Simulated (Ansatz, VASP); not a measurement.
**ZrSe2: VASP beside Ansatz**

The input INCAR:

```
SYSTEM = ZrSe2
ALGO = Normal
DIPOL = 0.5 0.5 0.500
EDIFF = 1E-6
ENCUT = 400
GGA = PE
GGA_COMPAT = .FALSE.
IDIPOL = 3
ISIF = 2
ISMEAR = 0
IVDW = 12
LASPH = .TRUE.
LCHARG = .TRUE.
LDIPOL = .TRUE.
LELF = .TRUE.
LREAL = .FALSE.
LVACPOTAV = .TRUE.
LVHAR = .TRUE.
LWAVE = .FALSE.
NBANDS = 60
NELM = 120
NELMDL = -8
PREC = Accurate
SIGMA = 0.01
```

KPOINTS

```
k-points
0
G
  12 12 1
  0 0 0
```

File POSCAR:

```
ZrSe2
1.0
    3.7409588451      0.0000000000      0.0000000000
   -1.8704794226      3.2397653944      0.0000000000
    0.0000000000      0.0000000000     68.6109370448
Se Zr
8 4
Direct
    0.6666666667      0.3333333333      0.3445675538
    0.3333333333      0.6666666667      0.3911552100
    0.6666666667      0.3333333333      0.4327435577
    0.3333333333      0.6666666667      0.4792667668
    0.6666666667      0.3333333333      0.5207332332
    0.3333333333      0.6666666667      0.5672564423
    0.6666666667      0.3333333333      0.6088447900
    0.3333333333      0.6666666667      0.6554324462
    0.0000000000      0.0000000000      0.3678906060
    0.0000000000      0.0000000000      0.4560060887
    0.0000000000      0.0000000000      0.5439939113
    0.0000000000      0.0000000000      0.6321093940
```

Input for Ansatz:

```yaml
crystal:
  lattice:
    - [3.7409588451, 0.0, 0.0]
    - [-1.8704794226, 3.2397653944, 0.0]
    - [0.0, 0.0, 68.6109370448]
  atoms:
    - { symbol: Se, position: [0.6666666667, 0.3333333333, 0.3445675538] }
    - { symbol: Zr, position: [0.0, 0.0, 0.367890606] }
    - { symbol: Se, position: [0.3333333333, 0.6666666667, 0.39115521] }
    - { symbol: Se, position: [0.6666666667, 0.3333333333, 0.4327435577] }
    - { symbol: Zr, position: [0.0, 0.0, 0.4560060887] }
    - { symbol: Se, position: [0.3333333333, 0.6666666667, 0.4792667668] }
    - { symbol: Se, position: [0.6666666667, 0.3333333333, 0.5207332332] }
    - { symbol: Zr, position: [0.0, 0.0, 0.5439939113] }
    - { symbol: Se, position: [0.3333333333, 0.6666666667, 0.5672564423] }
    - { symbol: Se, position: [0.6666666667, 0.3333333333, 0.60884479] }
    - { symbol: Zr, position: [0.0, 0.0, 0.632109394] }
    - { symbol: Se, position: [0.3333333333, 0.6666666667, 0.6554324462] }
  periodic: [true, true, false]
basis:
  ecutwfc: 420
kpoints:
  mp_grid: { grid: [12, 12, 1] }
  band_path:
    path:
      - [0.0, 0.0, 0.0]
      - [0.05, 0.0, 0.0]
      - [0.1, 0.0, 0.0]
      - [0.15, 0.0, 0.0]
      - [0.2, 0.0, 0.0]
      - [0.25, 0.0, 0.0]
      - [0.3, 0.0, 0.0]
      - [0.35, 0.0, 0.0]
      - [0.4, 0.0, 0.0]
      - [0.45, 0.0, 0.0]
      - [0.5, 0.0, 0.0]
      - [0.4833333333, 0.0333333333, 0.0]
      - [0.4666666667, 0.0666666667, 0.0]
      - [0.45, 0.1, 0.0]
      - [0.4333333333, 0.1333333333, 0.0]
      - [0.4166666667, 0.1666666667, 0.0]
      - [0.4, 0.2, 0.0]
      - [0.3833333333, 0.2333333333, 0.0]
      - [0.3666666667, 0.2666666667, 0.0]
      - [0.35, 0.3, 0.0]
      - [0.3333333333, 0.3333333333, 0.0]
      - [0.3, 0.3, 0.0]
      - [0.2666666667, 0.2666666667, 0.0]
      - [0.2333333333, 0.2333333333, 0.0]
      - [0.2, 0.2, 0.0]
      - [0.1666666667, 0.1666666667, 0.0]
      - [0.1333333333, 0.1333333333, 0.0]
      - [0.1, 0.1, 0.0]
      - [0.0666666667, 0.0666666667, 0.0]
      - [0.0333333333, 0.0333333333, 0.0]
      - [0.0, 0.5, 0.0]
    npoints: 1
hamiltonian:
  xc: pbe
  dispersion: d3bj
scf:
  occupations: { method: gaussian, width: 0.01 }
  n_extra_bands: 6
output:
  forces: true
  stress: true
  eigenvalues: true
  write_density: true
  write_potential: true
  elf: true
  volumetric_format: npy
```

Alike in both runs: task single point; functional PBE; dispersion D3(BJ); k mesh 12 × 12 × 1; occupations gaussian, width 0.01 eV; no spin polarisation.

|  | VASP | Ansatz |
| --- | --- | --- |
| version | VASP 6.6.1 | Ansatz 0.2.0 |
| potentials or method | VASP PAW PBE potentials, release 64 (Se, Zr_sv), cutoff 400 eV | scalar-relativistic, plane waves, PAW |
| valence electrons in the cell | 96 | 176 |

|  | VASP | Ansatz | Ansatz less VASP |
| --- | --- | --- | --- |
| gap on the k mesh at the Fermi level (eV) | 0.19 | 0.19 | +0.002 |
| least direct gap on the mesh (eV) | 1.02 | 1.03 | +0.003 |
| rms of the force components (eV/Å) | 0.009 | 0.000 | -0.0091 |

VASP's potentials hold 96 valence electrons a cell and Ansatz's 176, so a difference there can come from the potentials and not from the codes. Ansatz's warnings: xc potential rough in thin density.
